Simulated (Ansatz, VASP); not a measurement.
## Ge: VASP beside Ansatz

Contents of INCAR:

```
ALGO = Normal ; EDIFF = 1E-6
ENCUT = 520 ; GGA = PS
ISIF = 2 ; ISMEAR = 0
LASPH = T ; LCHARG = T
LELF = T ; LREAL = F
LVHAR = T ; LWAVE = F
NBANDS = 21 ; NELM = 100
PREC = Accurate ; SIGMA = 0.15
```

KPOINTS

```
k-points
0
Gamma
  20 20 20
```

POSCAR

```
Ge
1.0
   -2.5744897190      2.5744897190      1.4672832754
    2.5744897190     -2.5744897190      1.4672832754
    2.5744897190      2.5744897190     -1.4672832754
Ge
2
Direct
    0.2500000000      0.7500000000      0.5000000000
    0.5000000000      0.5000000000      0.0000000000
```

Input for Ansatz:

```yaml
crystal:
  lattice:
    - [-2.574489719, 2.574489719, 1.4672832754]
    - [2.574489719, -2.574489719, 1.4672832754]
    - [2.574489719, 2.574489719, -1.4672832754]
  atoms:
    - { symbol: Ge, position: [0.25, 0.75, 0.5] }
    - { symbol: Ge, position: [0.5, 0.5, 0.0] }
basis:
  ecutwfc: 420
kpoints:
  mp_grid: { grid: [20, 20, 20] }
hamiltonian:
  xc: pbesol
scf:
  occupations: { method: gaussian, width: 0.15 }
output:
  forces: true
  stress: true
  eigenvalues: true
```

Change from the starting cell: strain +0.000 along x and y, +0.050 along z, atoms carried along.

Alike in both runs: task single point; functional PBEsol; k mesh 20 × 20 × 20; occupations gaussian, width 0.15 eV; no spin polarisation.

|  | VASP | Ansatz |
| --- | --- | --- |
| version | VASP 6.6.1 | Ansatz 0.2.0 |
| potentials or method | VASP PAW PBE potentials, release 64 (Ge_d), cutoff 520 eV | scalar-relativistic, plane waves, PAW |
| valence electrons in the cell | 28 | 28 |

```csv
,VASP,Ansatz,Ansatz less VASP
gap on the k mesh at the Fermi level (eV),none,none,-
pressure (GPa),-3.9,-3.8,+0.08
"traceless stress, the component that is largest in VASP (GPa)",-0.99,-1.02,-0.026
```

VASP's potentials were made for PBE, not for PBEsol. A gap of «none» marks a metal or a gap that the smearing closes. The functional is the same, so the differences come from potentials, cutoffs and numerics.
